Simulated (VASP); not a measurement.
K3Ba, 4 atoms in the cell. It takes space group P4mm (No. 99, tetragonal). The conventional cell has a = 6.563 Å, b = 6.563 Å, c = 6.563 Å, α = 90.00°, β = 90.00°, γ = 90.00°. 

```yaml
Program: VASP 6.6.1
Task: single point
Functional: LDA
Potentials_or_basis: VASP PAW LDA potentials, release 64 (K_sv, Ba_sv)
Cutoff: 500 eV
k_mesh: 4 × 4 × 4
Occupations: gaussian, width 0.1 eV
Spin: no spin polarisation
Dipole_correction: no
Further_INCAR_settings: ALGO = Normal; EDIFF = 1e-06; NBANDS = 26
```

Potentials or basis: VASP PAW LDA potentials, release 64 (K_sv, Ba_sv).

The run is started by

```sh
$ cat potpaw_LDA.64/K_sv/POTCAR potpaw_LDA.64/Ba_sv/POTCAR > POTCAR
$ mpirun -np 1 vasp_std > vasp.out
```

Hardware: 1 thread of AMD EPYC 9R45 96-Core Processor (Zen 5), with other jobs on the host.

**Question.** Estimate the wall time of this run.

**Answer.** It took 63 s on 1 thread of AMD EPYC 9R45 96-Core Processor (Zen 5), with other jobs on the host, peak memory 0.29 GiB. Counts: scf iterations 11, k points 18.
